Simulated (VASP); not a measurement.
# Ir (P6_3/mmc) in VASP: notebook

Ir is run at these levels: r2SCAN; tasks: single point.

Everything below comes from runs of VASP 6.6.1. Logs are shortened: lines on timing, memory, paths and dates and some standing lists are left out, and cuts for length are marked.

## 1. The cell of the first run

The structure is hexagonal, space group P6_3/mmc (No. 194). The conventional cell has a = 2.806 Å, b = 2.806 Å, c = 4.183 Å, α = 90.00°, β = 90.00°, γ = 120.00°. Ir (site symmetry -6m2) has 12 Ir at 2.65 to 2.81 Å within 3.5 Å.

## 2. Single point, r2SCAN

POSCAR

```
Ir
1.0
    2.8061874718      0.0000000000      0.0000000000
   -1.4030937359      2.4302296383      0.0000000000
    0.0000000000      0.0000000000      4.1826529179
Ir
2
Direct
    0.6666666667      0.3333333333      0.7500000000
    0.3333333333      0.6666666667      0.2500000000
```

INCAR.step1

```
PREC = Accurate
ENCUT = 520
ISMEAR = 0
SIGMA = 0.15
LREAL = F
LASPH = T
NELM = 80
NBANDS = 16
GGA = PE
ALGO = Normal
EDIFF = 1E-4
LWAVE = T
LCHARG = F
```

INCAR.step2

```
PREC = Accurate
ENCUT = 520
EDIFF = 1E-6
ISMEAR = 0
SIGMA = 0.15
LREAL = F
LASPH = T
NELM = 80
ALGO = Normal
ISIF = 2
LWAVE = F
LCHARG = F
METAGGA = R2SCAN
LMIXTAU = T
NBANDS = 16
ISTART = 1
```

KPOINTS

```
Automatic mesh
0
Gamma
  30 30 16
```

Potentials or basis: VASP PAW PBE potentials, release 64 (Ir).

The run is started by

```console
cat potpaw_PBE.64/Ir/POTCAR > POTCAR
cp INCAR.step1 INCAR
mpirun -np 1 vasp_std > vasp.out
cp INCAR.step2 INCAR
mpirun -np 1 vasp_std > vasp.out
```

OUTCAR:

```text
PREC = Accurate
   ENCUT = 520
   EDIFF = 1E-6
   ISMEAR = 0
   LREAL = F
   LASPH = T
   NELM = 80
   ISIF = 2
   METAGGA = R2SCAN
   ISTART = 1

 ion  position               nearest neighbor table
   1  0.667  0.333  0.750-   2 2.65   2 2.65   2 2.65   2 2.65   2 2.65   2 2.65
   2  0.333  0.667  0.250-   1 2.65   1 2.65   1 2.65   1 2.65   1 2.65   1 2.65

  LATTYP: Found a hexagonal cell.
 ALAT       =     2.8061874718
 C/A-ratio  =     1.4905108657

  Lattice vectors:

 A1 = (   2.8061874718,   0.0000000000,   0.0000000000)
 A2 = (  -1.4030937359,   2.4302296383,   0.0000000000)
 A3 = (   0.0000000000,   0.0000000000,   4.1826529179)

Analysis of symmetry for initial positions (statically):
=====================================================================
 Subroutine PRICEL returns:
 Original cell was already a primitive cell.

 Routine SETGRP: Setting up the symmetry group for a
 hexagonal supercell.

 Subroutine GETGRP returns: Found 24 space group operations
 (whereof 12 operations were pure point group operations)
 out of a pool of 24 trial point group operations.

The static configuration has the point symmetry D_3d.
 The point group associated with its full space group is D_6h.

Analysis of symmetry for dynamics (positions and initial velocities):
=====================================================================
 Subroutine PRICEL returns:
 Original cell was already a primitive cell.

 Routine SETGRP: Setting up the symmetry group for a
 hexagonal supercell.

 Subroutine GETGRP returns: Found 24 space group operations
 (whereof 12 operations were pure point group operations)
 out of a pool of 24 trial point group operations.

The dynamic configuration has the point symmetry D_3d.
 The point group associated with its full space group is D_6h.

 Subroutine INISYM returns: Found 24 space group operations
 (whereof 12 operations are pure point group operations),
 and found     1 'primitive' translations

----------------------------------------------------------------------------------------

                                     Primitive cell

  volume of cell :      28.5244

  direct lattice vectors                    reciprocal lattice vectors
     2.806187472  0.000000000  0.000000000     0.356355379  0.205741874  0.000000000
    -1.403093736  2.430229638  0.000000000     0.000000000  0.411483748  0.000000000
     0.000000000  0.000000000  4.182652918     0.000000000  0.000000000  0.239082711

  length of vectors
     2.806187472  2.806187472  4.182652918     0.411483748  0.411483748  0.239082711

  position of ions in fractional coordinates (direct lattice)
     0.666666667  0.333333333  0.750000000
     0.333333333  0.666666667  0.250000000

  ion indices of the primitive-cell ions
   primitive index   ion index
                 1           1
                 2           2

----------------------------------------------------------------------------------------

 KPOINTS: Automatic mesh

Automatic generation of k-mesh.
 Grid dimensions read from file:
 generate k-points for:   30   30   16

 Generating k-lattice:

  Cartesian coordinates                     Fractional coordinates (reciprocal lattice)
     0.011878513  0.006858062  0.000000000     0.033333333  0.000000000  0.000000000
     0.000000000  0.013716125  0.000000000     0.000000000  0.033333333  0.000000000
     0.000000000  0.000000000  0.014942669     0.000000000  0.000000000  0.062500000

  Length of vectors
     0.013716125  0.013716125  0.014942669

  Shift w.r.t. Gamma in fractional coordinates (k-lattice)
     0.000000000  0.000000000  0.000000000

 Subroutine IBZKPT returns following result:
 ===========================================

 Found    819 irreducible k-points:

 Following reciprocal coordinates:
            Coordinates               Weight
  0.000000  0.000000  0.000000      1.000000
  0.033333  0.000000  0.000000      6.000000
  0.066667  0.000000  0.000000      6.000000
  0.100000  0.000000  0.000000      6.000000
  0.133333  0.000000  0.000000      6.000000
  0.166667  0.000000  0.000000      6.000000
[... 16 lines left out ...]
  0.233333  0.033333  0.000000     12.000000
  0.266667  0.033333  0.000000     12.000000
 [... further k-points ...]
   k-points           NKPTS =    819   k-points in BZ     NKDIM =    819   number of bands    NBANDS=     16
   number of dos      NEDOS =    301   number of ions     NIONS =      2
   total plane-waves  NPLWV =  18432
   dimension x,y,z NGX =    24 NGY =   24 NGZ =   32
   dimension x,y,z NGXF=    48 NGYF=   48 NGZF=   64
   ions per type =               2
   NGX,Y,Z   is equivalent  to a cutoff of  14.22, 14.22, 12.72 a.u.
   NGXF,Y,Z  is equivalent  to a cutoff of  28.44, 28.44, 25.44 a.u.
 SYSTEM =  unknown system
   PREC   = accura    normal or accurate (medium, high low for compatibility)
   ISTART =      1    job   : 0-new  1-cont  2-samecut
   ICHARG =      0    charge: 1-file 2-atom 10-const
   ISPIN  =      1    spin polarized calculation?
   LNONCOLLINEAR =      F non collinear calculations
   LSORBIT =      F    spin-orbit coupling
   LASPH  =      T    aspherical Exc in radial PAW
   ENCUT  =  520.0 eV  38.22 Ry    6.18 a.u.   5.22  5.22  7.78*2*pi/ulx,y,z
   NELM   =     80;   NELMIN=  2; NELMDL=  0     # of ELM steps
   EDIFF  = 0.1E-05   stopping-criterion for ELM
   LREAL  =      F    real-space projection
   EDIFFG = 0.1E-04   stopping-criterion for IOM
   NSW    =      0    number of steps for IOM
   IBRION =     -1    ionic relax: 0-MD 1-quasi-New 2-CG
   NFREE  =      0    steps in history (QN), initial steepest desc. (CG)
   ISIF   =      2    stress and relaxation
   ISYM   =      2    0-nonsym 1-usesym 2-fastsym
   POTIM  = 0.5000    time-step for ionic-motion
   TEBEG  =    0.0;   TEEND  =   0.0 temperature during run
   PSTRESS=    0.0 pullay stress
   NELECT =      18.0000    total number of electrons
   NUPDOWN=      -1.0000    fix difference up-down
   EMIN   =  10.00;   EMAX   =-10.00  energy-range for DOS
   EFERMI =   0.00;   METHOD = LEGACY
   ISMEAR =     0;   SIGMA  =   0.15  broadening in eV -4-tet -1-fermi 0-gaus
   EFERMI_NEDOS =   21; number of points for ismear=-14 and -15
   IALGO  =     38    algorithm
   IMIX   =      4    mixing-type and parameters
     AMIX     =   0.40;   BMIX     =  1.00
     AMIX_MAG =   1.60;   BMIX_MAG =  1.00
  volume/ion in A,a.u.               =      14.26        96.25
  Fermi-wavevector in a.u.,A,eV,Ry     =   1.404194  2.653542 26.827427  1.971760
  Thomas-Fermi vector in A             =   2.526780
   LORBIT       =      0    0 simple, 1 ext, 2 COOP (PROOUT), +10 PAW based schemes
   METAGGA = R2SCAN    functional components
   LHFCALC =     F    Hartree Fock is set to
   AEXX    =    0.0000 exact exchange contribution
   IVDW    =     0    specifies the selected vdW correction
   LEPSILON=     F    determine dielectric tensor
   LRPA    =     F    only Hartree local field effects (RPA)
 non-spin polarized calculation
 Gauss-broadening in eV      SIGMA  =   0.15
  energy-cutoff  :      520.00
  volume of cell :       28.52
 maximum number of plane-waves:       786
 NGX is ok and might be reduce to    24
   NGX = 11   NGY = 11   NGZ = 15

 number of electron      18.0000001 magnetization

 Free energy of the ion-electron system (eV)
  ---------------------------------------------------
  ext. energy  EPLUGINS =         0.00000000
  ---------------------------------------------------
  free energy    TOTEN  =      -104.41435205 eV

  energy without entropy =     -104.38370357  energy(sigma->0) =     -104.39902781

 E-fermi :  10.2321     XC(G=0): -15.2657

 val. band max:       10.2317205907   @ k =   0.4333   0.1333   0.1875
 cond. band min:      10.2329169751   @ k =   0.4667   0.0000   0.1250
 fundamental gap:      0.0011963845
 Fermi energy:        10.2320736012

 k-point     1 :       0.0000    0.0000    0.0000
  band No.  band energies     occupation
      1      -1.3993      2.00000
      2       1.8503      2.00000
      3       6.1447      2.00000
      4       6.1447      2.00000
      5       6.9853      2.00000
      6       6.9853      2.00000
[... 8 lines left out ...]
     15      28.7638      0.00000
     16      29.0047      0.00000

 k-point     2 :       0.0333    0.0000    0.0000
  band No.  band energies     occupation
      1      -1.3569      2.00000
      2       1.8840      2.00000
      3       6.0659      2.00000
      4       6.1793      2.00000
      5       6.9512      2.00000
      6       6.9575      2.00000
[... 8 lines left out ...]
     15      28.8056      0.00000
     16      29.0552      0.00000

 k-point     3 :       0.0667    0.0000    0.0000
  band No.  band energies     occupation
      1      -1.2309      2.00000
      2       1.9828      2.00000
      3       5.8782      2.00000
      4       6.2825      2.00000
      5       6.8421      2.00000
      6       6.8776      2.00000
[... 8 lines left out ...]
     15      28.9251      0.00000
     16      29.1736      0.00000

 k-point     4 :       0.1000    0.0000    0.0000
  band No.  band energies     occupation
      1      -1.0245      2.00000
      2       2.1392      2.00000
      3       5.6448      2.00000
      4       6.4526      2.00000
      5       6.6399      2.00000
      6       6.7548      2.00000
[... 8 lines left out ...]
     15      29.0987      0.00000
     16      29.0991      0.00000

 k-point     5 :       0.1333    0.0000    0.0000
  band No.  band energies     occupation
      1      -0.7435      2.00000
      2       2.3387      2.00000
      3       5.4023      2.00000
      4       6.3307      2.00000
      5       6.6008      2.00000
      6       6.6869      2.00000
[... 8 lines left out ...]
     15      28.4879      0.00000
     16      29.2323      0.00000

 k-point     6 :       0.1667    0.0000    0.0000
  band No.  band energies     occupation
      1      -0.3966      2.00000
      2       2.5574      2.00000
      3       5.1792      2.00000
      4       5.9331      2.00000
      5       6.4277      2.00000
      6       6.6651      2.00000
[... 8 lines left out ...]
     15      28.1338      0.00000
     16      28.2230      0.00000

 k-point     7 :       0.2000    0.0000    0.0000
  band No.  band energies     occupation
      1       0.0033      2.00000
      2       2.7587      2.00000
      3       5.0077      2.00000
      4       5.4922      2.00000
      5       6.2462      2.00000
      6       6.5899      2.00000
[... 8 lines left out ...]
     15      27.2656      0.00000
     16      28.3490      0.00000

 k-point     8 :       0.2333    0.0000    0.0000
  band No.  band energies     occupation
      1       0.4388      2.00000
      2       2.8965      2.00000
      3       4.9234      2.00000
      4       5.0495      2.00000
      5       6.0650      2.00000
      6       6.5642      2.00000
[... 8 lines left out ...]
     15      26.3076      0.00000
     16      27.6806      0.00000

 k-point     9 :       0.2667    0.0000    0.0000
  band No.  band energies     occupation
      1       0.8860      2.00000
      2       2.9374      2.00000
      3       4.6313      2.00000
      4       4.9479      2.00000
      5       5.8915      2.00000
      6       6.6104      2.00000
[... 8 lines left out ...]
     15      25.3646      0.00000
     16      27.0663      0.00000
[... 172 lines left out ...]
 k-point    19 :       0.1000    0.0333    0.0000
  band No.  band energies     occupation
      1      -0.8625      2.00000
      2       2.2574      2.00000
      3       5.4910      2.00000
      4       6.4816      2.00000
      5       6.5929      2.00000
      6       6.6447      2.00000
[... 8 lines left out ...]
     15      28.6793      0.00000
     16      29.2190      0.00000

 k-point    20 :       0.1333    0.0333    0.0000
  band No.  band energies     occupation
      1      -0.5481      2.00000
      2       2.4696      2.00000
      3       5.2561      2.00000
      4       6.1204      2.00000
      5       6.4824      2.00000
      6       6.7065      2.00000
[... 8 lines left out ...]
     15      27.9293      0.00000
     16      28.8467      0.00000

 k-point    21 :       0.1667    0.0333    0.0000
  band No.  band energies     occupation
      1      -0.1735      2.00000
      2       2.6854      2.00000
      3       5.0529      2.00000
      4       5.6947      2.00000
      5       6.3081      2.00000
      6       6.6182      2.00000
[... 8 lines left out ...]
     15      27.3148      0.00000
     16      28.5357      0.00000

 k-point    22 :       0.2000    0.0333    0.0000
  band No.  band energies     occupation
      1       0.2462      2.00000
      2       2.8626      2.00000
      3       4.9168      2.00000
      4       5.2505      2.00000
      5       6.1309      2.00000
      6       6.5664      2.00000
[... 8 lines left out ...]
     15      26.5123      0.00000
     16      28.0187      0.00000

 k-point    23 :       0.2333    0.0333    0.0000
  band No.  band energies     occupation
      1       0.6907      2.00000
      2       2.9563      2.00000
      3       4.8201      2.00000
      4       4.8813      2.00000
      5       5.9581      2.00000
      6       6.5754      2.00000
[... 8 lines left out ...]
     15      25.6146      0.00000
     16      27.3778      0.00000

 k-point    24 :       0.2667    0.0333    0.0000
  band No.  band energies     occupation
      1       1.1328      2.00000
      2       2.9503      2.00000
      3       4.4229      2.00000
      4       4.9547      2.00000
      5       5.7960      2.00000
      6       6.6623      2.00000
[... 8 lines left out ...]
     15      24.7084      0.00000
     16      26.8029      0.00000

 [... further k-points ...]
[... 5 lines left out ...]
  --------------------------------------------------------------------------------------
  -------------------------------------------------------------------------------------
  Total       -0.5657919     -0.5657919      4.4645192     -0.0000000      0.0000000     -0.0000000
  in kB      -31.7798233    -31.7798233    250.7664641     -0.0000000      0.0000000     -0.0000000
  external PRESSURE =      62.4022725 kB  Pullay stress =       0.0000000 kB

 VOLUME and BASIS-vectors are now :
 -----------------------------------------------------------------------------
  energy-cutoff  :      520.00
  volume of cell :       28.52
      direct lattice vectors                 reciprocal lattice vectors
     2.806187472  0.000000000  0.000000000     0.356355379  0.205741874  0.000000000
    -1.403093736  2.430229638  0.000000000     0.000000000  0.411483748  0.000000000
     0.000000000  0.000000000  4.182652918     0.000000000  0.000000000  0.239082711

 POSITION                                       TOTAL-FORCE (eV/Angst)
 -----------------------------------------------------------------------------------
      1.40309      0.81008      3.13699         0.000000      0.000000      0.000000
     -0.00000      1.62015      1.04566        -0.000000     -0.000000      0.000000
 -----------------------------------------------------------------------------------
    total drift:                                0.000000     -0.000000     -0.000000

  FREE ENERGIE OF THE ION-ELECTRON SYSTEM (eV)
  ---------------------------------------------------
  free  energy   TOTEN  =      -104.4143520485 eV

  energy  without entropy=     -104.3837035670  energy(sigma->0) =     -104.39902781
```

Run time: 29 min. Hardware: 1 thread of Oxide Virtual Turin-like, shared host; peak memory 0.39 GiB.

What came out:

```
Free energy            : -104.4144 eV
Pressure               : 6.2 GPa
Band gap on the k mesh : zero (band 9 reaches 10.98 eV, above the bottom of band 10 at 7.93 eV)
```

Caveat: the PAW data sets were made with another functional, which shifts forces and pressure a little; spin-orbit coupling is left out, which moves the levels of the heavy elements.

(Continued in part 2 of 2.)
